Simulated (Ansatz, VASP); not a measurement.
**AlIn2As3: VASP beside Ansatz**

Contents of INCAR:

```
ALGO = Normal ; EDIFF = 1E-7
ENCUT = 520 ; GGA = PE
ISIF = 2 ; ISMEAR = 0
LASPH = True ; LCHARG = False
LREAL = False ; LWAVE = False
NBANDS = 31 ; NELM = 60
PREC = Accurate ; SIGMA = 0.1
```

Contents of KPOINTS:

```
k-points
0
Gamma
  6 6 6
```

The input POSCAR:

```
AlIn2As3
1.0
   -2.0121097600      2.0121097600      8.5366587200
    2.0121097600     -2.0121097600      8.5366587200
    2.0121097600      2.0121097600     -8.5366587200
Al In As
1 2 3
Direct
    0.5000000000      0.5000000000      0.0000000000
    0.8333333300      0.8333333300      0.0000000000
    0.1666666700      0.1666666700      0.0000000000
    0.4166666700      0.9166666700      0.5000000000
    0.0833333300      0.5833333300      0.5000000000
    0.7500000000      0.2500000000      0.5000000000
```

Input for Ansatz:

```yaml
crystal:
  lattice:
    - [-2.01210976, 2.01210976, 8.53665872]
    - [2.01210976, -2.01210976, 8.53665872]
    - [2.01210976, 2.01210976, -8.53665872]
  atoms:
    - { symbol: Al, position: [0.5, 0.5, 0.0] }
    - { symbol: In, position: [0.83333333, 0.83333333, 0.0] }
    - { symbol: In, position: [0.16666667, 0.16666667, 0.0] }
    - { symbol: As, position: [0.41666667, 0.91666667, 0.5] }
    - { symbol: As, position: [0.08333333, 0.58333333, 0.5] }
    - { symbol: As, position: [0.75, 0.25, 0.5] }
basis:
  ecutwfc: 420
kpoints:
  mp_grid: { grid: [6, 6, 6] }
hamiltonian:
  xc: pbe
scf:
  occupations: { method: gaussian, width: 0.1 }
  lower_state_search: "off"
output:
  forces: true
  stress: true
  eigenvalues: true
```

Alike in both runs: task single point; functional PBE; k mesh 6 × 6 × 6; occupations gaussian, width 0.1 eV; no spin polarisation.

```csv
,VASP,Ansatz
version,VASP 6.6.1,Ansatz 0.2.0
potentials or method,"VASP PAW PBE potentials, release 64 (Al, In_d, As), cutoff 520 eV","scalar-relativistic, plane waves, PAW"
valence electrons in the cell,44,74
```

Ansatz gave:

- gap on the k mesh at the Fermi level (eV): 1.12
- least direct gap on the mesh (eV): 1.12
- pressure (GPa): 15.0
- traceless stress, the component that is largest in VASP (GPa): -0.14
- rms of the force components (eV/Å): 0.648

Problem. What did VASP give for the same quantities?

Solution. gap on the k mesh at the Fermi level (eV): 1.12; least direct gap on the mesh (eV): 1.12; pressure (GPa): 15.1; traceless stress, the component that is largest in VASP (GPa): -0.14; rms of the force components (eV/Å): 0.648.

Atom by atom the forces differ by 0.000 eV/Å (rms over components). With one functional, cell and mesh, what is left measures potentials, basis and numerics. VASP's potentials hold 44 valence electrons a cell and Ansatz's 74, so a difference there can come from the potentials and not from the codes.
